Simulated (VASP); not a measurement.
# Na (Im-3m) in VASP: notebook, part 2 of 2

VASP 6.6.1.

**4. Relaxation of cell and atoms, r2SCAN**

POSCAR reads:

```
Na
1.0
   -2.1119586771      2.1119586771      2.1119586771
    2.1119586771     -2.1119586771      2.1119586771
    2.1119586771      2.1119586771     -2.1119586771
Na
1
Direct
    0.0000000000      0.0000000000      0.0000000000
```

INCAR.step1 reads:

```
  PREC = Accurate
  ENCUT = 600
  ISMEAR = -1
  SIGMA = 0.15
  LREAL = F
  LASPH = T
  NELM = 80
  GGA = PE
  ALGO = Normal
  EDIFF = 1E-4
  LWAVE = T
  LCHARG = F
```

INCAR.step2 reads:

```
  PREC = Accurate
  ENCUT = 600
  EDIFF = 1E-6
  ISMEAR = -1
  SIGMA = 0.15
  LREAL = F
  LASPH = T
  NELM = 80
  ALGO = Normal
  ISIF = 3
  LWAVE = F
  LCHARG = F
  METAGGA = R2SCAN
  LMIXTAU = T
  IBRION = 2
  NSW = 80
  EDIFFG = -0.001
  ISTART = 1
```

KPOINTS reads:

```
Automatic mesh
0
Gamma
  14 14 14
```

The run is started by

```bash
cat potpaw_PBE.64/Na_pv/POTCAR > POTCAR
cp INCAR.step1 INCAR
mpirun -np 1 vasp_std > vasp.out
cp INCAR.step2 INCAR
mpirun -np 1 vasp_std > vasp.out
```

Run time: 4.8 min. Hardware: 1 thread of Intel Xeon 6975P-C (Granite Rapids), shared host; peak memory 0.18 GiB.

It converged, with:

| Quantity | Value |
| --- | --- |
| Free energy | -3.5706 eV |
| Relaxed volume | 38.25 Å³/atom |
| Relaxed cell | a = 3.676 Å, b = 3.676 Å, c = 3.676 Å, α = 109.47°, β = 109.47°, γ = 109.47° |
| Space group after relaxing (to 0.05 Å) | Im-3m (No. 229) |
| Energy gained by relaxing | 0.0 meV/atom |
| Ionic steps | 7 |
| Pressure after relaxing | 0.0 GPa |

Final structure:
```xyz
1
Lattice="-2.1226 2.1226 2.1226 2.1226 -2.1226 2.1226 2.1226 2.1226 -2.1226" Properties=species:S:1:pos:R:3 pbc="T T T"
Na    0.0000    0.0000    0.0000
```

Levels at points of the mesh, in eV from the Fermi level:
| k point | band 1 | band 2 | band 3 | band 4 | band 5 | band 6 | band 7 |
| --- | --- | --- | --- | --- | --- | --- | --- |
| (0.00, 0.00, 0.00) | -26.03 | -26.03 | -26.03 | -3.42 | 12.22 | 12.22 | 12.22 |
| (0.50, 0.00, 0.00) | -26.06 | -26.04 | -26.03 | 0.72 | 1.40 | 8.54 | 9.81 |
| (0.50, 0.50, 0.50) | -26.06 | -26.06 | -26.06 | 4.66 | 4.66 | 5.20 | 5.20 |

Caveat: the PAW data sets were made with another functional, which shifts forces and pressure a little.

**5. Relaxation of cell and atoms, r2SCAN**

This run uses another cell than the first one, of 37.98 Å³/atom, 1.008 times its volume.

POSCAR reads:

```
Na
1.0
   -2.1175000000      2.1175000000      2.1175000000
    2.1175000000     -2.1175000000      2.1175000000
    2.1175000000      2.1175000000     -2.1175000000
Na
1
Direct
    0.0000000000      0.0000000000      0.0000000000
```

INCAR.step1 reads:

```
SYSTEM = Na
PREC = Accurate
ENCUT = 600
ISMEAR = 0
SIGMA = 0.1
LREAL = .FALSE.
LASPH = .TRUE.
NELM = 60
GGA = PE
ALGO = Normal
EDIFF = 1E-4
LWAVE = .TRUE.
LCHARG = .FALSE.
```

INCAR.step2 reads:

```
SYSTEM = Na
PREC = Accurate
ENCUT = 600
EDIFF = 1E-6
ISMEAR = 0
SIGMA = 0.1
LREAL = .FALSE.
LASPH = .TRUE.
NELM = 60
ALGO = Normal
ISIF = 3
LWAVE = .FALSE.
LCHARG = .FALSE.
METAGGA = R2SCAN
LMIXTAU = .TRUE.
IBRION = 2
NSW = 100
EDIFFG = -0.002
ISTART = 1
```

KPOINTS reads:

```
regular mesh
0
G
  14 14 14
  0 0 0
```

Potentials or basis: VASP PAW PBE potentials, release 64 (Na_pv).

The run is started by

```bash
cat potpaw_PBE.64/Na_pv/POTCAR > POTCAR
cp INCAR.step1 INCAR
mpirun -np 1 vasp_std > vasp.out
cp INCAR.step2 INCAR
mpirun -np 1 vasp_std > vasp.out
```

OUTCAR:

```text
SYSTEM = Na
   PREC = Accurate
   ENCUT = 600
   EDIFF = 1E-6
   ISMEAR = 0
   LREAL = .FALSE.
   LASPH = .TRUE.
   NELM = 60
   ISIF = 3
   METAGGA = R2SCAN
   IBRION = 2
   NSW = 100
   EDIFFG = -0.002
   ISTART = 1

 ion  position               nearest neighbor table
   1  0.000  0.000  0.000-

  LATTYP: Found a body centered cubic cell.
 ALAT       =     4.2350000000

  Lattice vectors:

 A1 = (  -2.1175000000,   2.1175000000,   2.1175000000)
 A2 = (   2.1175000000,  -2.1175000000,   2.1175000000)
 A3 = (   2.1175000000,   2.1175000000,  -2.1175000000)

Analysis of symmetry for initial positions (statically):
=====================================================================
 Subroutine PRICEL returns:
 Original cell was already a primitive cell.

 Routine SETGRP: Setting up the symmetry group for a
 body centered cubic supercell.

 Subroutine GETGRP returns: Found 48 space group operations
 (whereof 48 operations were pure point group operations)
 out of a pool of 48 trial point group operations.

[... 157 lines left out ...]
  ---------------------------------------------------
  free energy    TOTEN  =        -3.55471534 eV

  energy without entropy =       -3.55172400  energy(sigma->0) =       -3.55321967

 E-fermi :   0.2529     XC(G=0):  -6.8505

 val. band max:        0.2274908590   @ k =  -0.3571   0.4286   0.1429
 cond. band min:       0.3068307121   @ k =   0.3571   0.0714   0.0714
 fundamental gap:      0.0793398531
 Fermi energy:         0.2529389419

 k-point     1 :       0.0000    0.0000    0.0000
  band No.  band energies     occupation
      1     -25.7532      2.00000
      2     -25.7532      2.00000
      3     -25.7530      2.00000
      4      -3.1577      2.00000
      5      12.5405      0.00000
      6      12.5410      0.00000
      7      12.5410      0.00000
[... 221 lines left out ...]
 k-point    24 :       0.3571    0.2857    0.0000
  band No.  band energies     occupation
      1     -25.7783      2.00000
      2     -25.7733      2.00000
      3     -25.7573      2.00000
      4       2.0195      0.00000
      5       2.5277      0.00000
      6       4.0130      0.00000
      7       8.8766      0.00000

 [... further k-points ...]
[... 5 lines left out ...]
  --------------------------------------------------------------------------------------
  -------------------------------------------------------------------------------------
  Total       -0.0012090     -0.0012090     -0.0012090      0.0000000      0.0000000      0.0000000
  in kB       -0.0510053     -0.0510053     -0.0510053      0.0000000      0.0000000      0.0000000
  external PRESSURE =      -0.0510053 kB  Pullay stress =       0.0000000 kB

 VOLUME and BASIS-vectors are now :
 -----------------------------------------------------------------------------
  energy-cutoff  :      600.00
  volume of cell :       37.98
      direct lattice vectors                 reciprocal lattice vectors
    -2.117500000  2.117500000  2.117500000     0.000000000  0.236127509  0.236127509
     2.117500000 -2.117500000  2.117500000     0.236127509  0.000000000  0.236127509
     2.117500000  2.117500000 -2.117500000     0.236127509  0.236127509  0.000000000

 POSITION                                       TOTAL-FORCE (eV/Angst)
 -----------------------------------------------------------------------------------
      0.00000      0.00000      0.00000         0.000000      0.000000     -0.000000
 -----------------------------------------------------------------------------------
    total drift:                                0.000000     -0.000000      0.000000

  FREE ENERGIE OF THE ION-ELECTRON SYSTEM (eV)
  ---------------------------------------------------
  free  energy   TOTEN  =        -3.5547153371 eV

  energy  without entropy=       -3.5517239985  energy(sigma->0) =       -3.55321967

 reached required accuracy - stopping structural energy minimisation
```

OSZICAR.step1:

```text
N       E                     dE             d eps       ncg     rms          rms(c)
DAV:   1     0.218696844298E+02    0.21870E+02   -0.41161E+03  1456   0.914E+02
DAV:   2    -0.848983182975E+00   -0.22719E+02   -0.22715E+02  1505   0.145E+02
DAV:   3    -0.130813404184E+01   -0.45915E+00   -0.45914E+00  1953   0.297E+01
DAV:   4    -0.131204749115E+01   -0.39134E-02   -0.39134E-02  1743   0.246E+00
DAV:   5    -0.131210027705E+01   -0.52786E-04   -0.52786E-04  1876   0.242E-01    0.203E-01
DAV:   6    -0.131175539288E+01    0.34488E-03   -0.54624E-04  1673   0.377E-01    0.137E-01
DAV:   7    -0.131152799959E+01    0.22739E-03   -0.11381E-03  1610   0.461E-01    0.160E-02
DAV:   8    -0.131152006812E+01    0.79315E-05   -0.49419E-05   819   0.162E-01
   1 F= -.13115201E+01 E0= -.13099931E+01  d E =-.305399E-02
```

Run time: 55 s. Hardware: 1 thread of Intel Xeon 6975P-C (Granite Rapids), shared host; peak memory 0.17 GiB.

Results:

```yaml
Free_energy: -3.5547 eV
Pressure_after_relaxing: 0.0 GPa
```

Final structure:
```yaml
crystal:
  lattice:
    - [-2.11750, 2.11750, 2.11750]
    - [2.11750, -2.11750, 2.11750]
    - [2.11750, 2.11750, -2.11750]
  atoms:
    - { symbol: Na, position: [0.00000, 0.00000, 0.00000] }
```

Caveat: the relaxation stopped at its first step, so nothing moved; the PAW data sets were made with another functional, which shifts forces and pressure a little.

**6. Summary**

```tsv
task	cell	cutoff (eV)	smearing	gap on the mesh (eV)	pressure (GPa)
single point	a = 3.658 Å, angles 109.5°, 1 atom	520	gaussian 0.1 eV	none	0.1
single point	a = 3.663 Å, angles 109.5°, 1 atom	520	fermi-dirac 0.15 eV	none	0.1
relaxation of cell and atoms	relaxed from a = 3.658 Å, angles 109.5°, 1 atom	600	fermi-dirac 0.15 eV	none	0.0
relaxation of cell and atoms	relaxed from a = 3.668 Å, angles 109.5°, 1 atom	600	gaussian 0.1 eV	none	0.0
```

Alike in all rows: level r2SCAN; potentials or basis VASP PAW PBE potentials, release 64 (Na_pv); no spin polarisation; k mesh 14 × 14 × 14.

Caveats: the PAW data sets were made with another functional, which shifts forces and pressure a little; the relaxation stopped at its first step, so nothing moved (some runs).

Absolute energies hang on the potentials; compare differences alone.
